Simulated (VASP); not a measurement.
# Si in VASP: single point with PBE

Aim: the single point of Si with PBE.

Everything below comes from runs of VASP 6.6.1. Logs are shortened: lines on timing, memory, paths and dates and some standing lists are left out, and cuts for length are marked.

## 1. The cell of the first run

The cell holds a sheet with vacuum, 3 atoms: a = 2.500 Å, b = 2.500 Å, c = 33.758 Å, α = 90.00°, β = 90.00°, γ = 90.00°.

## 2. Single point, PBE

Input file POSCAR:

```
Si
1.0
    2.5003001656      0.0000000000      0.0000000000
    0.0000000000      2.5003001656      0.0000000000
    0.0000000000      0.0000000000     33.7578955357
Si
3
Direct
    0.5000000000      0.5000000000      0.3524889547
    0.5000000000      0.5000000000      0.2782787270
    0.5000000000      0.5000000000      0.2040684993
```

Input file INCAR.step1:

```
ALGO     = Normal         # electronic algorithm
DIPOL    = 0.5 0.5 0.278
EDIFF    = 1E-6           # SCF threshold, eV
ENCUT    = 520            # plane-wave cutoff, eV
GGA      = PE             # functional
IDIPOL   = 3            
ISIF     = 2              # what is computed and relaxed
ISMEAR   = 0              # smearing method
LASPH    = True           # aspherical terms in the spheres
LCHARG   = True           # write CHGCAR
LDIPOL   = True         
LREAL    = False          # projectors in reciprocal space
LWAVE    = False          # write WAVECAR
NBANDS   = 13             # bands
NELM     = 80             # most SCF steps
PREC     = Accurate       # precision mode
SIGMA    = 0.1            # smearing width, eV
```

Input file KPOINTS.step1:

```
k-points
0
Gamma
  18 18 1
```

Input file INCAR.step2:

```
ALGO     = Normal         # electronic algorithm
DIPOL    = 0.5 0.5 0.278
EDIFF    = 1E-6           # SCF threshold, eV
ENCUT    = 520            # plane-wave cutoff, eV
GGA      = PE             # functional
ICHARG   = 11             # starting density
IDIPOL   = 3            
ISIF     = 2              # what is computed and relaxed
ISMEAR   = -5             # smearing method
LASPH    = True           # aspherical terms in the spheres
LCHARG   = False          # write CHGCAR
LDIPOL   = True         
LORBIT   = 11             # projections on sites
LREAL    = False          # projectors in reciprocal space
LWAVE    = False          # write WAVECAR
NBANDS   = 13             # bands
NEDOS    = 2001           # points of the DOS
NELM     = 80             # most SCF steps
PREC     = Accurate       # precision mode
SIGMA    = 0.1            # smearing width, eV
```

Input file KPOINTS.step2:

```
k-points
0
Gamma
  27 27 1
```

Potentials or basis: VASP PAW PBE potentials, release 64 (Si).

Launch:

```
cat potpaw_PBE.64/Si/POTCAR > POTCAR
cp INCAR.step1 INCAR
cp KPOINTS.step1 KPOINTS
mpirun -np 1 vasp_std > vasp.out
cp INCAR.step2 INCAR
cp KPOINTS.step2 KPOINTS
mpirun -np 1 vasp_std > vasp.out
```

OUTCAR:

```text
EDIFF = 1E-6
   ENCUT = 520
   GGA = PE
   ICHARG = 11
   ISIF = 2
   ISMEAR = -5
   LASPH = True
   LORBIT = 11
   LREAL = False
   NELM = 80
   PREC = Accurate

 ion  position               nearest neighbor table
   1  0.500  0.500  0.352-   2 2.51
   2  0.500  0.500  0.278-   1 2.51   3 2.51
   3  0.500  0.500  0.204-   2 2.51

  LATTYP: Found a simple tetragonal cell.
 ALAT       =     2.5003001656
 C/A-ratio  =    13.5015371355

  Lattice vectors:

 A1 = (   2.5003001656,   0.0000000000,   0.0000000000)
 A2 = (   0.0000000000,   2.5003001656,   0.0000000000)
 A3 = (   0.0000000000,   0.0000000000,  33.7578955357)

Analysis of symmetry for initial positions (statically):
=====================================================================
 Subroutine PRICEL returns:
 Original cell was already a primitive cell.

 Routine SETGRP: Setting up the symmetry group for a
 simple tetragonal supercell.

 Subroutine GETGRP returns: Found 16 space group operations
 (whereof  8 operations were pure point group operations)
 out of a pool of 16 trial point group operations.

The static configuration has the point symmetry C_4v.
 The point group associated with its full space group is D_4h.

Analysis of symmetry for dynamics (positions and initial velocities):
=====================================================================
 Subroutine PRICEL returns:
 Original cell was already a primitive cell.

 Routine SETGRP: Setting up the symmetry group for a
 simple tetragonal supercell.

 Subroutine GETGRP returns: Found 16 space group operations
 (whereof  8 operations were pure point group operations)
 out of a pool of 16 trial point group operations.

The dynamic configuration has the point symmetry C_4v.
 The point group associated with its full space group is D_4h.

 Subroutine INISYM returns: Found 16 space group operations
 (whereof  8 operations are pure point group operations),
 and found     1 'primitive' translations

----------------------------------------------------------------------------------------

                                     Primitive cell

  volume of cell :     211.0375

  direct lattice vectors                    reciprocal lattice vectors
     2.500300166  0.000000000  0.000000000     0.399951979  0.000000000  0.000000000
     0.000000000  2.500300166  0.000000000     0.000000000  0.399951979  0.000000000
     0.000000000  0.000000000 33.757895536     0.000000000  0.000000000  0.029622700

  length of vectors
     2.500300166  2.500300166 33.757895536     0.399951979  0.399951979  0.029622700

[... 110 lines left out ...]
   LHFCALC =     F    Hartree Fock is set to
   AEXX    =    0.0000 exact exchange contribution
   IVDW    =     0    specifies the selected vdW correction
   LEPSILON=     F    determine dielectric tensor
   LRPA    =     F    only Hartree local field effects (RPA)
 non-spin polarized calculation
 Fermi weights with tetrahedron method with Bloechl corrections
  energy-cutoff  :      520.00
  volume of cell :      211.04
 maximum number of plane-waves:      5779
 NGX is ok and might be reduce to    20

 number of electron      12.0000001 magnetization

 dipolmoment           0.000000      0.000000      0.000025 electrons x Angstroem

 Free energy of the ion-electron system (eV)
  ---------------------------------------------------
  ext. energy  EPLUGINS =         0.00000000
  ---------------------------------------------------
  free energy    TOTEN  =       -14.73688684 eV

  energy without entropy =      -14.73688684  energy(sigma->0) =      -14.73688684

 E-fermi :  -1.6118     XC(G=0):  -2.9057

 val. band max:       -1.5527908266   @ k =   0.2593   0.2593   0.0000
 cond. band min:      -1.7232478889   @ k =   0.3704   0.3704   0.0000
 fundamental gap:     -0.1704570624
 Fermi energy:        -1.6117540429

 k-point     1 :       0.0000    0.0000    0.0000
  band No.  band energies     occupation
      1     -14.4654      2.00000
      2     -13.1012      2.00000
      3     -11.1889      2.00000
      4      -6.7037      2.00000
      5      -3.3899      2.00000
      6       0.2608      0.00000
      7       2.3302      0.00000
      8       2.9016      0.00000
      9       2.9736      0.00000
     10       3.4515      0.00000
     11       3.6313      0.00000
     12       4.4997      0.00000
     13       4.6093      0.00000
[... 354 lines left out ...]
  band No.  band energies     occupation
      1     -11.3901      2.00000
      2     -10.0238      2.00000
      3      -8.0828      2.00000
      4      -5.3407      2.00000
      5      -4.4292      2.00000
      6      -3.5343      2.00000
      7      -2.4617      2.05132
      8      -0.3667      0.00000
      9       2.9732      0.00000
     10       3.3809      0.00000
     11       5.3377      0.00000
     12       6.1581      0.00000
     13       6.1818      0.00000

 [... further k-points ...]

------------------------ aborting loop because EDIFF is reached ----------------------------------------

 vacuum level on the upper side and lower side of the slab       (xc-potential included)        -0.007        -0.008

  FORCE on cell =-STRESS in cart. coord.  units (eV):
  Direction    XX          YY          ZZ          XY          YZ          ZX
  --------------------------------------------------------------------------------------
  -------------------------------------------------------------------------------------
  Total       -0.1273038     -0.1273038      0.2748162      0.0000000      0.0000000     -0.0000000
  in kB       -0.9664790     -0.9664790      2.0863793      0.0000000      0.0000000     -0.0000000
  external PRESSURE =       0.0511404 kB  Pullay stress =       0.0000000 kB

 VOLUME and BASIS-vectors are now :
 -----------------------------------------------------------------------------
  energy-cutoff  :      520.00
  volume of cell :      211.04
      direct lattice vectors                 reciprocal lattice vectors
     2.500300166  0.000000000  0.000000000     0.399951979  0.000000000  0.000000000
     0.000000000  2.500300166  0.000000000     0.000000000  0.399951979  0.000000000
     0.000000000  0.000000000 33.757895536     0.000000000  0.000000000  0.029622700

 POSITION                                       TOTAL-FORCE (eV/Angst)
 -----------------------------------------------------------------------------------
      1.25015      1.25015     11.89929         0.000000      0.000000      0.032034
      1.25015      1.25015      9.39410        -0.000000     -0.000000      0.000000
      1.25015      1.25015      6.88892         0.000000      0.000000     -0.032034
 -----------------------------------------------------------------------------------
    total drift:                                0.000000      0.000000      0.000828

  FREE ENERGIE OF THE ION-ELECTRON SYSTEM (eV)
  ---------------------------------------------------
  free  energy   TOTEN  =       -14.7368868362 eV

  energy  without entropy=      -14.7368868362  energy(sigma->0) =      -14.73688684

 vacuum level on the upper side and lower side of the slab         2.927         2.926

 total charge

# of ion       s       p       d       tot
------------------------------------------
    1        0.817   0.792   0.000   1.609
    2        0.789   0.828   0.000   1.616
    3        0.817   0.792   0.000   1.609
--------------------------------------------------
tot          2.423   2.412   0.000   4.835
```

OSZICAR.step1:

```text
N       E                     dE             d eps       ncg     rms          rms(c)
DAV:   1     0.566556699927E+02    0.56656E+02   -0.39290E+03  1430   0.642E+02
DAV:   2    -0.115771080510E+02   -0.68233E+02   -0.57961E+02  2301   0.112E+02
DAV:   3    -0.149130863419E+02   -0.33360E+01   -0.32866E+01  1888   0.269E+01
[... 15 lines left out ...]
DAV:  19    -0.147386704035E+02   -0.10117E-04   -0.34782E-07  1479   0.155E-03    0.630E-04
DAV:  20    -0.147386749344E+02   -0.45309E-05   -0.11698E-07  1266   0.813E-04    0.398E-04
DAV:  21    -0.147386785599E+02   -0.36255E-05   -0.15099E-07  1344   0.682E-04    0.382E-04
DAV:  22    -0.147386796106E+02   -0.10507E-05   -0.20055E-08  1435   0.301E-04    0.428E-04
DAV:  23    -0.147386804328E+02   -0.82223E-06   -0.14048E-08  1297   0.235E-04
   1 F= -.14738680E+02 E0= -.14733496E+02  d E =-.103684E-01
```

Wall time 4.3 min (1 thread of Intel Xeon 6975P-C (Granite Rapids), shared host); peak memory 0.42 GiB.

What came out:

```yaml
Valence_electrons_inside_the_program's_atomic_spheres: Si 1.61, 1.62 (each value once)
```
